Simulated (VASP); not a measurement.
# Ge: relaxation of cell and atoms with PBE

Ge:

```
Ge
1.0
     2.71996   -6.75818    0.00000
     2.71996    6.75818    0.00000
    -1.03104    0.00000    3.93541
Ge
6
Direct
  0.19083 0.53189 0.45633
  0.80917 0.46811 0.54367
  0.53189 0.19083 0.95633
  0.46811 0.80917 0.04367
  0.94749 0.05251 0.25000
  0.05251 0.94749 0.75000
```

```
Program                : VASP 6.6.1
Task                   : relaxation of cell and atoms
Functional             : PBE
Potentials or basis    : VASP PAW PBE potentials, release 64 (Ge_d)
Cutoff                 : 600 eV
k mesh                 : 4 × 4 × 4
Occupations            : gaussian, width 0.1 eV
Spin                   : no spin polarisation
Dipole correction      : no
Further INCAR settings : ALGO = Normal; EDIFF = 1e-06; IBRION = 2; EDIFFG = -0.04; NSW = 90; ISIF = 3
```

The relaxed volume is 24.10 Å³/atom and the relaxed cell is a = 7.281 Å, b = 7.281 Å, c = 4.070 Å, α = 95.46°, β = 95.46°, γ = 136.13°. The space group after relaxing (to 0.05 Å) is C2/c (No. 15), the energy gained by relaxing is 0.1 meV/atom and the ionic steps are 2. The pressure after relaxing is 0.0 GPa. The largest force after relaxing is 0.030 eV/Å and the band gap on the k mesh is 0.62 eV, indirect (least direct gap 0.64 eV).

Forces in eV/Å, atoms in the order of the input:
```
Ge   0.016  0.024 -0.008
Ge  -0.016 -0.024  0.008
Ge   0.016 -0.024 -0.008
Ge  -0.016  0.024  0.008
Ge   0.000  0.008  0.000
Ge   0.000 -0.008  0.000
```

Stress tensor (GPa, compression positive):
```
 0.04  0.00  0.00
 0.00 -0.02  0.00
 0.00  0.00 -0.10
```

The path:
```csv
step,energy change (eV),largest force (eV/Å),pressure (GPa),volume (Å³)
1,0.0000,0.0652,-0.02,144.68
2,-0.0006,0.0297,-0.03,144.62
```

Final structure:
```cif
data_structure
_symmetry_space_group_name_H-M 'P 1'
_symmetry_Int_Tables_number 1
_cell_length_a 7.2813
_cell_length_b 7.2813
_cell_length_c 4.0700
_cell_angle_alpha 95.459
_cell_angle_beta 95.459
_cell_angle_gamma 136.126
_cell_volume 144.62
loop_
_atom_site_label
_atom_site_type_symbol
_atom_site_fract_x
_atom_site_fract_y
_atom_site_fract_z
_atom_site_occupancy
Ge1 Ge 0.19066 0.53198 0.45605 1
Ge2 Ge 0.80934 0.46802 0.54395 1
Ge3 Ge 0.53198 0.19066 0.95605 1
Ge4 Ge 0.46802 0.80934 0.04395 1
Ge5 Ge 0.94725 0.05275 0.25000 1
Ge6 Ge 0.05275 0.94725 0.75000 1
```

Levels at points of the mesh, in eV from the valence-band top:
| k point | band 40 | band 41 | band 42 | band 43 | band 44 | band 45 |
| --- | --- | --- | --- | --- | --- | --- |
| (0.00, 0.00, 0.00) | -0.90 | -0.37 | -0.01 | 0.62 | 0.69 | 1.93 |
| (0.50, 0.00, 0.00) | -1.08 | -0.29 | 0.00 | 0.92 | 1.30 | 1.65 |
| (0.50, 0.50, 0.00) | -1.31 | -1.27 | -0.54 | 1.19 | 1.75 | 1.88 |
| (0.00, 0.00, 0.50) | -2.44 | -1.17 | -1.17 | 1.56 | 1.56 | 2.49 |
| (0.50, 0.00, 0.50) | -1.99 | -1.72 | -0.58 | 0.95 | 2.12 | 3.18 |
| (0.50, 0.50, 0.50) | -2.31 | -1.70 | -1.70 | 1.24 | 1.24 | 2.16 |

Wall time 4.7 min on 1 thread of Intel(R) Xeon(R) Platinum 8488C (Sapphire Rapids), with other jobs on the host, peak memory 0.42 GiB.

A k mesh can miss the band edges. As with any semilocal functional, this PBE gap is likely too small.
